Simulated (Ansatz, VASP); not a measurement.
## BaZrO3 in VASP and in Ansatz

```
Ba Zr O
1.0
     4.22656    0.00000    0.00000
     0.00000    4.22656    0.00000
     0.00000    0.00000    4.22656
Ba Zr O
1 1 3
Cartesian
  0.0000 0.0000 0.0000
  2.1133 2.1133 2.1133
  0.0000 2.1133 2.1133
  2.1133 0.0000 2.1133
  2.1133 2.1133 0.0000
```

Alike in both runs: functional PBE; k mesh 6 × 6 × 6; occupations gaussian, width 0.1 eV; no spin polarisation.

Ansatz relaxed the structure, and its values are those at the end. VASP's run is a single point on that final structure, the one shown.

```csv
,VASP,Ansatz
version,VASP 6.6.1,Ansatz 0.2.0
potentials or method,"VASP PAW PBE potentials, release 64 (Ba_sv, Zr_sv, O), cutoff 600 eV","scalar-relativistic, plane waves, PAW"
valence electrons in the cell,40,40
```

|  | VASP | Ansatz | Ansatz less VASP |
| --- | --- | --- | --- |
| gap on the k mesh at the Fermi level (eV) | 3.13 | 3.18 | +0.046 |
| least direct gap on the mesh (eV) | 3.38 | 3.40 | +0.020 |
| pressure (GPa) | 0.9 | 0.1 | -0.79 |

With one functional, cell and mesh, what is left measures potentials, basis and numerics.

Neither program's run includes spin-orbit coupling.
